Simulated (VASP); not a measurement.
Pb, 2 atoms in the cell. Symmetry: P-3m1, No. 164, trigonal system. Conventional cell: a = 3.490 Å, b = 3.490 Å, c = 5.942 Å, α = 90.00°, β = 90.00°, γ = 120.00°. Within 4.6 Å of Pb (site symmetry 3m) lie 12 Pb at 3.49 to 3.64 Å.  This cell differs from its parent crystal: strained and its atoms moved.

| Item | Value |
| --- | --- |
| Program | VASP 6.6.1 |
| Task | single point |
| Functional | PBE |
| Potentials or basis | VASP PAW PBE potentials, release 64 (Pb_d) |
| Cutoff | 520 eV |
| k mesh | 12 × 12 × 6 |
| Occupations | gaussian, width 0.1 eV |
| Spin | no spin polarisation |
| Dipole correction | no |
| Further INCAR settings | ALGO = Normal; EDIFF = 1e-06; NBANDS = 21 |

Potentials or basis: VASP PAW PBE potentials, release 64 (Pb_d).

Run with:

```bash
$ cat potpaw_PBE.64/Pb_d/POTCAR > POTCAR
$ mpirun -np 1 vasp_std > vasp.out
```

Hardware: 1 thread of Intel(R) Xeon(R) 6975P-C (Granite Rapids) (shared host).

How long does it take, and how much memory?

Run time: 44 s on 1 thread of Intel(R) Xeon(R) 6975P-C (Granite Rapids), with other jobs on the host, peak memory 0.24 GiB. Counts: scf iterations 10, k points 100.
